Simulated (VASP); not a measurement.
Wanted: the native input for a VASP 6.6.1 run.

```
Task                   : single point
Functional             : r2SCAN
Dispersion             : D3(BJ)
Potentials or basis    : VASP PAW PBE potentials, release 64 (C, N, H)
Cutoff                 : 520 eV
k mesh                 : 2 × 2 × 1
Occupations            : gaussian, width 0.05 eV
Spin                   : no spin polarisation
Dipole correction      : no
Further INCAR settings : LREAL = Auto; ALGO = Normal; EDIFF = 1e-07; NBANDS = 55
```

HC18N, a slab with vacuum:

```
C N H
1.0
     7.39800    0.00000    0.00000
    -3.69900    6.40686    0.00000
     0.00000    0.00000   12.00000
C N H
18 1 1
Direct
  0.00217 0.99919 0.10103
  0.22878 0.11564 0.08216
  0.00135 0.33167 0.07569
  0.22356 0.44200 0.07533
  0.00142 0.66407 0.06984
  0.22267 0.77168 0.07678
  0.32914 0.99366 0.10083
  0.56359 0.11392 0.10571
  0.33627 0.33127 0.07570
  0.56029 0.44378 0.07323
  0.33515 0.66410 0.07713
  0.55959 0.77734 0.07947
  0.67066 0.99725 0.08350
  0.88796 0.11182 0.08064
  0.67102 0.33643 0.07830
  0.88939 0.44282 0.07104
  0.67137 0.66539 0.07446
  0.88967 0.77172 0.07596
  0.43802 0.05004 0.20636
  0.99941 0.99472 0.19433
```

The input as run:

POSCAR

```
HC18N
1.0
    7.3980000000      0.0000000000      0.0000000000
   -3.6990000000      6.4068560000      0.0000000000
    0.0000000000      0.0000000000     12.0000000000
C N H
18 1 1
Direct
    0.0021709122     -0.0008063237      0.1010290000
    0.2287769314      0.1156436168      0.0821611667
    0.0013480238      0.3316706353      0.0756932500
    0.2235581550      0.4420038471      0.0753337500
    0.0014170726      0.6640679922      0.0698415833
    0.2226719318      0.7716799004      0.0767825000
    0.3291395015     -0.0063400832      0.1008282500
    0.5635890709      0.1139207749      0.1057108333
    0.3362718209      0.3312705951      0.0756981667
    0.5602875996      0.4437774159      0.0732348333
    0.3351493611      0.6640992087      0.0771293333
    0.5595864809      0.7773386822      0.0794698333
    0.6706626082     -0.0027493985      0.0835025000
    0.8879618214      0.1118244268      0.0806417500
    0.6710246690      0.3364253856      0.0782969167
    0.8893863817      0.4428154777      0.0710388333
    0.6713724606      0.6653886087      0.0744612500
    0.8896711817      0.7717181407      0.0759575833
    0.4380215453      0.0500449831      0.2063630000
   -0.0005857944     -0.0052751303      0.1943257500
```

INCAR.step1

```
  PREC = Accurate
  ENCUT = 520
  ISMEAR = 0
  SIGMA = 0.05
  LREAL = Auto
  LASPH = True
  NELM = 60
  NBANDS = 55
  GGA = PE
  ALGO = Normal
  EDIFF = 1E-4
  LWAVE = True
  LCHARG = False
```

INCAR.step2

```
  PREC = Accurate
  ENCUT = 520
  EDIFF = 1E-7
  ISMEAR = 0
  SIGMA = 0.05
  LREAL = Auto
  LASPH = True
  NELM = 60
  ALGO = Normal
  ISIF = 2
  LWAVE = False
  LCHARG = False
  METAGGA = R2SCAN
  LMIXTAU = True
  IVDW = 12
  VDW_S6 = 1.0
  VDW_S8 = 0.78981345
  VDW_A1 = 0.49484001
  VDW_A2 = 5.73083694
  NBANDS = 55
  ISTART = 1
```

KPOINTS

```
regular mesh
0
Gamma
  2 2 1
```

Potentials or basis: VASP PAW PBE potentials, release 64 (C, N, H).

Launch:

```sh
$ cat potpaw_PBE.64/C/POTCAR potpaw_PBE.64/N/POTCAR potpaw_PBE.64/H/POTCAR > POTCAR
$ cp INCAR.step1 INCAR
$ mpirun -np 1 vasp_std > vasp.out
$ cp INCAR.step2 INCAR
$ mpirun -np 1 vasp_std > vasp.out
```

Results of the run:

The largest force is 0.227 eV/Å. The band gap on the k mesh is 0.37 eV (least direct gap 0.47 eV) and the dispersion energy per atom is -0.033 eV.

Caveat: the k points lie up to 0.49 Å⁻¹ apart; there is no dipole correction, which matters where the two faces differ; semilocal functionals underestimate gaps, and a narrow one can read as zero; the PAW data sets were made with another functional, which shifts forces and pressure a little.

Wall time 36 min on 1 thread of Intel Xeon 8259CL (shared host), peak memory 0.72 GiB.
